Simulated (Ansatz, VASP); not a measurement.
## Zn3S2O: VASP beside Ansatz

```xyz
6
Lattice="-1.8437 1.8437 7.5798 1.8437 -1.8437 7.5798 1.8437 1.8437 -7.5798" Properties=species:S:1:pos:R:3 pbc="T T T"
Zn    0.0000    1.8437    0.9597
Zn    1.8437    0.0000    3.7899
Zn    0.0000    1.8437    6.6201
S     0.0000    0.0000   12.7872
S     0.0000    0.0000    2.3724
O     0.0000    0.0000    7.5798
```

Alike in both runs: functional PBE; k mesh 10 × 10 × 10; occupations gaussian, width 0.02 eV; no spin polarisation.

Ansatz relaxed the structure, and its values are those at the end. VASP's run is a single point on that final structure, the one shown.

```csv
,VASP,Ansatz
version,VASP 6.6.1,Ansatz 0.2.0
potentials or method,"VASP PAW PBE potentials, release 64 (Zn, S, O), cutoff 520 eV","scalar-relativistic, plane waves, PAW"
valence electrons in the cell,54,54
```

VASP gave:

* gap on the k mesh at the Fermi level (eV): 1.11
* least direct gap on the mesh (eV): 1.11
* pressure (GPa): 0.2
* rms of the force components (eV/Å): 0.006

What did Ansatz give for the same quantities?

gap on the k mesh at the Fermi level (eV): 1.11; least direct gap on the mesh (eV): 1.11; pressure (GPa): 0.0; rms of the force components (eV/Å): 0.001.

The functional is the same, so the differences come from potentials, cutoffs and numerics.
